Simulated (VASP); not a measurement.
A run of VASP 6.6.1:

INCAR

```
SYSTEM = SiAu
PREC = Accurate ; ENCUT = 520
EDIFF = 1E-8 ; ISMEAR = -1
SIGMA = 0.08 ; LREAL = .FALSE.
LASPH = .TRUE. ; NELM = 60
ALGO = Normal ; ISIF = 2
LWAVE = .FALSE. ; LCHARG = .FALSE.
GGA = CA ; LEFG = .TRUE.
NBANDS = 14
```

KPOINTS

```
Automatic mesh
0
G
  15 15 15
  0 0 0
```

File POSCAR:

```
SiAu
1.0
    1.6482809970     -0.9516354773      3.6168697693
    0.0000000000      1.9032709546      3.6168697693
   -1.6482809970     -0.9516354773      3.6168697693
Au Si
1 1
Direct
    0.0000000000      0.0000000000      0.0000000000
    0.5000000000      0.5000000000      0.5000000000
```

Potentials or basis: VASP PAW LDA potentials, release 64 (Au, Si).

Launch:

```sh
$ cat potpaw_LDA.64/Au/POTCAR potpaw_LDA.64/Si/POTCAR > POTCAR
$ mpirun -np 1 vasp_std > vasp.out
```

Hardware: 1 thread of Intel(R) Xeon(R) 6975P-C (Granite Rapids) (shared host).

Problem. How long does it take, and how much memory?

Solution. Wall time 110 s on 1 thread of Intel(R) Xeon(R) 6975P-C (Granite Rapids) (shared host), peak memory 0.29 GiB. Counts: scf iterations 14, k points 344.
